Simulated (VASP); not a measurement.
# B15As16 (a cell with a defect) in VASP: a series of runs

B15As16 (a cell with a defect) is run at these levels: r2SCAN, PBE; tasks: single point.

All numbers are computed with VASP 6.6.1; they aren't measurements. Logs are shortened: lines on timing, memory, paths and dates and some standing lists are left out, and cuts for length are marked.

## 1. The cell of the first run

The cell holds a defect, 31 atoms: a = 8.330 Å, b = 8.330 Å, c = 8.330 Å, α = 109.47°, β = 109.47°, γ = 109.47°.

## 2. Single point, r2SCAN

File POSCAR:

```
B15As16
1.0
   -4.8093417967      4.8093417967     -4.8093417967
    4.8093417967      4.8093417967      4.8093417967
    4.8093417967     -4.8093417967     -4.8093417967
B As
15 16
Direct
    0.0009534764      0.0005988082      0.7494004840
    0.0049963323      0.2521898870      0.4998053378
    0.0009529542      0.5005782348      0.2493086635
   -0.0032059602      0.7470706950     -0.0030248159
    0.2526293864      0.0047597685      0.4999015860
    0.2453423903      0.2449299675      0.2416602126
    0.2544080845      0.5017073162     -0.0015246960
    0.2488987536      0.7563252166      0.7492771268
    0.5008923924      0.0005178862      0.2493763685
    0.5021786921      0.2540446993     -0.0012963028
    0.4996974229      0.7488375450      0.5016981768
    0.7473467017     -0.0036765313     -0.0030831663
    0.7565844281      0.2485246151      0.7492958645
    0.7491038679      0.4994154481      0.5017207152
    0.7528127465      0.7524599181      0.2570356410
   -0.0031262631     -0.0034723124     -0.0053124889
    0.0050227943      0.2499002733      0.7492722214
    0.0004633519      0.5010888980      0.5002473638
    0.0013458881      0.7519151297      0.2503000258
    0.2503123793      0.0047225342      0.7493425542
    0.2574408238      0.2570886677      0.4962857646
    0.2512566530      0.4999450621      0.2482324340
    0.2495373716      0.7502216530     -0.0016610094
    0.5014512630      0.0000682187      0.5002728405
    0.5003717531      0.2508685527      0.2482462368
    0.5106096957      0.5100702799      0.0026347037
    0.4912474124      0.7440681885      0.7492680741
    0.7522673629      0.0009779533      0.2503236326
    0.7506240621      0.2490955328     -0.0016097152
    0.7445476228      0.4909753181      0.7493761831
    0.7515245460      0.7512593388      0.5041260428
```

File INCAR.step1:

```
PREC = Accurate
ENCUT = 460
ISMEAR = -1
SIGMA = 0.01
LREAL = Auto
LASPH = T
NELM = 120
NELECT = 126.0
NBANDS = 84
GGA = PE
ALGO = Normal
EDIFF = 1E-5
LWAVE = T
LCHARG = F
GGA_COMPAT = F
```

File INCAR.step2:

```
PREC = Accurate
ENCUT = 460
EDIFF = 1E-6
ISMEAR = -1
SIGMA = 0.01
LREAL = Auto
LASPH = T
NELM = 120
ALGO = Normal
ISIF = 2
LWAVE = F
LCHARG = T
METAGGA = R2SCAN
LMIXTAU = T
LELF = T
LVHAR = T
NELECT = 126.0
NBANDS = 84
ISTART = 1
GGA_COMPAT = F
```

File KPOINTS:

```
Automatic mesh
0
Gamma
  1 1 1
  0.25 0.25 0.25
```

Potentials or basis: VASP PAW PBE potentials, release 64 (B, As).

Command:

```
> cat potpaw_PBE.64/B/POTCAR potpaw_PBE.64/As/POTCAR > POTCAR
> cp INCAR.step1 INCAR
> mpirun -np 1 vasp_std > vasp.out
> cp INCAR.step2 INCAR
> mpirun -np 1 vasp_std > vasp.out
```

OUTCAR:

```text
PREC = Accurate
   ENCUT = 460
   EDIFF = 1E-6
   ISMEAR = -1
   LREAL = Auto
   LASPH = T
   NELM = 120
   ISIF = 2
   METAGGA = R2SCAN
   NELECT = 126.0
   ISTART = 1

 ion  position               nearest neighbor table
   1  0.001  0.001  0.749-  17 2.07  16 2.07  20 2.07  31 2.07
   2  0.005  0.252  0.500-  17 2.08  18 2.09  28 2.09  21 2.10
   3  0.001  0.501  0.249-  22 2.09  19 2.09  29 2.09  18 2.09
   4  0.997  0.747  0.997-  16 2.08  19 2.08  23 2.09  30 2.10
   5  0.253  0.005  0.500-  20 2.08  24 2.09  19 2.09  21 2.10
   6  0.245  0.245  0.242-  21 2.06  16 2.07  22 2.09  25 2.09
[... 12 lines left out ...]
  19  0.001  0.752  0.250-   4 2.08   3 2.09  15 2.09   5 2.09
  20  0.250  0.005  0.749-   8 2.07   1 2.07  10 2.08   5 2.08
  21  0.257  0.257  0.496-   6 2.06   5 2.10   2 2.10
  22  0.251  0.500  0.248-  11 2.09   3 2.09   6 2.09   7 2.09
  23  0.250  0.750  0.998-   7 2.08   9 2.09   8 2.09   4 2.09
  24  0.501  0.000  0.500-   5 2.09   9 2.09  13 2.09  11 2.09
  25  0.500  0.251  0.248-  14 2.08   9 2.09   6 2.09  10 2.09
  26  0.511  0.510  0.003-  15 2.05  10 2.10   7 2.10
  27  0.491  0.744  0.749-   8 2.06  11 2.10  12 2.10
  28  0.752  0.001  0.250-  12 2.08   9 2.09  15 2.09   2 2.09
  29  0.751  0.249  0.998-  10 2.08   3 2.09  13 2.09  12 2.09
  30  0.745  0.491  0.749-  13 2.06   4 2.10  14 2.10
  31  0.752  0.751  0.504-  15 2.07   1 2.07  11 2.08  14 2.08

  LATTYP: Found a body centered cubic cell.
 ALAT       =     9.6186835934

  Lattice vectors:

 A1 = (  -4.8093417967,   4.8093417967,  -4.8093417967)
 A2 = (   4.8093417967,   4.8093417967,   4.8093417967)
 A3 = (   4.8093417967,  -4.8093417967,  -4.8093417967)

Analysis of symmetry for initial positions (statically):
=====================================================================
 Subroutine PRICEL returns:
 Original cell was already a primitive cell.

 Routine SETGRP: Setting up the symmetry group for a
 body centered cubic supercell.

 Subroutine GETGRP returns: Found  1 space group operations
 (whereof  1 operations were pure point group operations)
 out of a pool of 48 trial point group operations.

The static configuration has the point symmetry C_1 .

Analysis of symmetry for dynamics (positions and initial velocities):
=====================================================================
 Subroutine PRICEL returns:
 Original cell was already a primitive cell.

 Routine SETGRP: Setting up the symmetry group for a
 body centered cubic supercell.

 Subroutine GETGRP returns: Found  1 space group operations
 (whereof  1 operations were pure point group operations)
 out of a pool of 48 trial point group operations.

The dynamic configuration has the point symmetry C_1 .

 Subroutine INISYM returns: Found  1 space group operations
 (whereof  1 operations are pure point group operations),
 and found     1 'primitive' translations

----------------------------------------------------------------------------------------

                                     Primitive cell

  volume of cell :     444.9558

  direct lattice vectors                    reciprocal lattice vectors
    -4.809341797  4.809341797 -4.809341797     0.000000000  0.103964330 -0.103964330
     4.809341797  4.809341797  4.809341797     0.103964330  0.103964330  0.000000000
     4.809341797 -4.809341797 -4.809341797     0.103964330  0.000000000 -0.103964330

  length of vectors
     8.330024343  8.330024343  8.330024343     0.147027766  0.147027766  0.147027766

  position of ions in fractional coordinates (direct lattice)
     0.000953476  0.000598808  0.749400484
     0.004996332  0.252189887  0.499805338
     0.000952954  0.500578235  0.249308664
     0.996794040  0.747070695  0.996975184
     0.252629386  0.004759769  0.499901586
     0.245342390  0.244929967  0.241660213
[... 23 lines left out ...]
     0.744547623  0.490975318  0.749376183
     0.751524546  0.751259339  0.504126043

  ion indices of the primitive-cell ions
   primitive index   ion index
                 1           1
                 2           2
                 3           3
                 4           4
                 5           5
                 6           6
[... 23 lines left out ...]
                30          30
                31          31

----------------------------------------------------------------------------------------

 KPOINTS: Automatic mesh

Automatic generation of k-mesh.
 Grid dimensions read from file:
 generate k-points for:    1    1    1

 Generating k-lattice:

  Cartesian coordinates                     Fractional coordinates (reciprocal lattice)
     0.000000000  0.103964330 -0.103964330     1.000000000  0.000000000  0.000000000
     0.103964330  0.103964330  0.000000000     0.000000000  1.000000000  0.000000000
     0.103964330  0.000000000 -0.103964330     0.000000000  0.000000000  1.000000000

  Length of vectors
     0.147027766  0.147027766  0.147027766

  Shift w.r.t. Gamma in fractional coordinates (k-lattice)
     0.250000000  0.250000000  0.250000000

 Subroutine IBZKPT returns following result:
 ===========================================

 Found      1 irreducible k-points:

 Following reciprocal coordinates:
            Coordinates               Weight
  0.250000  0.250000  0.250000      2.000000
   k-points           NKPTS =      1   k-points in BZ     NKDIM =      1   number of bands    NBANDS=     84
   number of dos      NEDOS =    301   number of ions     NIONS =     31
   total plane-waves  NPLWV = 216000
   dimension x,y,z NGX =    60 NGY =   60 NGZ =   60
   dimension x,y,z NGXF=   120 NGYF=  120 NGZF=  120
   ions per type =              15  16
   NGX,Y,Z   is equivalent  to a cutoff of  11.97, 11.97, 11.97 a.u.
   NGXF,Y,Z  is equivalent  to a cutoff of  23.95, 23.95, 23.95 a.u.
 SYSTEM =  unknown system
   PREC   = accura    normal or accurate (medium, high low for compatibility)
   ISTART =      1    job   : 0-new  1-cont  2-samecut
   ICHARG =      0    charge: 1-file 2-atom 10-const
   ISPIN  =      1    spin polarized calculation?
   LNONCOLLINEAR =      F non collinear calculations
   LSORBIT =      F    spin-orbit coupling
   LASPH  =      T    aspherical Exc in radial PAW
   ENCUT  =  460.0 eV  33.81 Ry    5.81 a.u.  14.57 14.57 14.57*2*pi/ulx,y,z
   NELM   =    120;   NELMIN=  2; NELMDL=  0     # of ELM steps
   EDIFF  = 0.1E-05   stopping-criterion for ELM
   LREAL  =      T    real-space projection
   EDIFFG = 0.1E-04   stopping-criterion for IOM
   NSW    =      0    number of steps for IOM
   IBRION =     -1    ionic relax: 0-MD 1-quasi-New 2-CG
   NFREE  =      0    steps in history (QN), initial steepest desc. (CG)
   ISIF   =      2    stress and relaxation
   ISYM   =      2    0-nonsym 1-usesym 2-fastsym
   POTIM  = 0.5000    time-step for ionic-motion
   TEBEG  =    0.0;   TEEND  =   0.0 temperature during run
   PSTRESS=    0.0 pullay stress
   NELECT =     126.0000    total number of electrons
   NUPDOWN=      -1.0000    fix difference up-down
   EMIN   =  10.00;   EMAX   =-10.00  energy-range for DOS
   EFERMI =   0.00;   METHOD = LEGACY
   ISMEAR =    -1;   SIGMA  =   0.01  broadening in eV -4-tet -1-fermi 0-gaus
   EFERMI_NEDOS =   21; number of points for ismear=-14 and -15
   IALGO  =     38    algorithm
   IMIX   =      4    mixing-type and parameters
     AMIX     =   0.40;   BMIX     =  1.00
     AMIX_MAG =   1.60;   BMIX_MAG =  1.00
  volume/ion in A,a.u.               =      14.35        96.86
  Fermi-wavevector in a.u.,A,eV,Ry     =   1.075044  2.031538 15.724505  1.155719
  Thomas-Fermi vector in A             =   2.210889
   LORBIT       =      0    0 simple, 1 ext, 2 COOP (PROOUT), +10 PAW based schemes
   METAGGA = R2SCAN    functional components
   LHFCALC =     F    Hartree Fock is set to
   AEXX    =    0.0000 exact exchange contribution
   IVDW    =     0    specifies the selected vdW correction
   LEPSILON=     F    determine dielectric tensor
   LRPA    =     F    only Hartree local field effects (RPA)
 non-spin polarized calculation
  energy-cutoff  :      460.00
  volume of cell :      444.96
 maximum number of plane-waves:      9976
 NGX is ok and might be reduce to    60
   NGX = 29   NGY = 29   NGZ = 29

 number of electron     126.0000008 magnetization

 Free energy of the ion-electron system (eV)
  ---------------------------------------------------
  ext. energy  EPLUGINS =         0.00000000
  ---------------------------------------------------
  free energy    TOTEN  =      -337.74089887 eV

  energy without entropy =     -337.74089197  energy(sigma->0) =     -337.74089542

 E-fermi :   5.8159     XC(G=0): -10.9712

 val. band max:        5.6981924181   @ k =   0.2500   0.2500   0.2500
 cond. band min:       5.9278522098   @ k =   0.2500   0.2500   0.2500
 fundamental gap:      0.2296597916
 Fermi energy:         5.8159120926

 k-point     1 :       0.2500    0.2500    0.2500
  band No.  band energies     occupation
      1      -9.3739      2.00000
      2      -9.3477      2.00000
      3      -9.3470      2.00000
      4      -8.9192      2.00000
      5      -7.0978      2.00000
      6      -7.0777      2.00000
[... 67 lines left out ...]
     74       8.4818      0.00000
     75       8.5476      0.00000
 [bands above 75 left out]

------------------------ aborting loop because EDIFF is reached ----------------------------------------

  FORCE on cell =-STRESS in cart. coord.  units (eV):
  Direction    XX          YY          ZZ          XY          YZ          ZX
  --------------------------------------------------------------------------------------
  -------------------------------------------------------------------------------------
  Total        9.6158016     -3.9373925      9.6580573      0.0468173      0.0126782      0.0009035
  in kB       34.6241528    -14.1775885     34.7763054      0.1685778      0.0456510      0.0032531
  external PRESSURE =      18.4076232 kB  Pullay stress =       0.0000000 kB

 VOLUME and BASIS-vectors are now :
 -----------------------------------------------------------------------------
  energy-cutoff  :      460.00
  volume of cell :      444.96
      direct lattice vectors                 reciprocal lattice vectors
    -4.809341797  4.809341797 -4.809341797     0.000000000  0.103964330 -0.103964330
     4.809341797  4.809341797  4.809341797     0.103964330  0.103964330  0.000000000
     4.809341797 -4.809341797 -4.809341797     0.103964330  0.000000000 -0.103964330

 POSITION                                       TOTAL-FORCE (eV/Angst)
 -----------------------------------------------------------------------------------
      3.60242     -3.59666     -3.60583        -0.001398      0.002487      0.001823
      3.59257     -1.16684     -1.21490         0.007779      0.020494     -0.009491
      3.60188      1.21302      1.20386        -0.002880     -0.003481     -0.000351
      3.59379      3.59205     -5.99580        -0.003866     -0.017848      0.008673
      1.21211     -1.16633     -3.59629         0.003086      0.014256     -0.005303
      1.16024      1.19566     -1.16421         0.032165     -0.032858     -0.028857
[... 23 lines left out ...]
      2.38449      2.33805     -4.82352        -0.086210      0.042127     -0.082528
      2.42324      4.80289     -2.42579        -0.004923      0.010943     -0.004495
 -----------------------------------------------------------------------------------
    total drift:                                0.009624     -0.010414     -0.000318

  FREE ENERGIE OF THE ION-ELECTRON SYSTEM (eV)
  ---------------------------------------------------
  free  energy   TOTEN  =      -337.7408988678 eV

  energy  without entropy=     -337.7408919694  energy(sigma->0) =     -337.74089542
```

Wall time 3 min (1 thread of Intel Xeon 6975P-C (Granite Rapids), shared host); peak memory 0.52 GiB.

Results:

```
Free energy   : -337.7409 eV
Largest force : 0.136 eV/Å
```

Forces on the atoms (eV/Å):
```
B   -0.001  0.002  0.002
B    0.008  0.020 -0.009
B   -0.003 -0.003  0.000
B   -0.004 -0.018  0.009
B    0.003  0.014 -0.005
B    0.032 -0.033 -0.029
B   -0.001  0.009 -0.016
B   -0.032  0.024 -0.033
B   -0.004  0.007  0.003
B    0.002  0.013  0.008
B   -0.005 -0.019 -0.011
B   -0.007 -0.014  0.001
B    0.028  0.028  0.025
B    0.004 -0.014 -0.002
B   -0.029 -0.013  0.026
As  -0.003  0.011 -0.001
As   0.002 -0.014  0.008
As   0.004  0.003  0.010
As   0.008 -0.008 -0.008
As  -0.006 -0.015  0.002
As  -0.094 -0.036  0.092
As  -0.001  0.006  0.006
As   0.007  0.001 -0.002
As   0.001  0.005  0.008
As   0.005 -0.008 -0.004
As   0.086 -0.036 -0.075
As   0.086  0.046  0.084
As   0.002 -0.013  0.000
As   0.005  0.003 -0.001
As  -0.086  0.042 -0.083
As  -0.005  0.011 -0.004
```

Levels at points of the mesh, in eV from the Fermi level:
```tsv
k point	band 61	band 62	band 63	band 64	band 65	band 66
(0.25, 0.25, 0.25)	-1.38	-0.12	-0.12	0.11	2.33	2.35
```

Caveat: the k points lie up to 0.92 Å⁻¹ apart; the cell carries a net charge on a neutralising background, which shifts energy and pressure; the cell is charged against a uniform background, so pressure and absolute levels hang on convention; the PAW data sets were made with another functional, which shifts forces and pressure a little.

(Continued in part 2 of 2.)
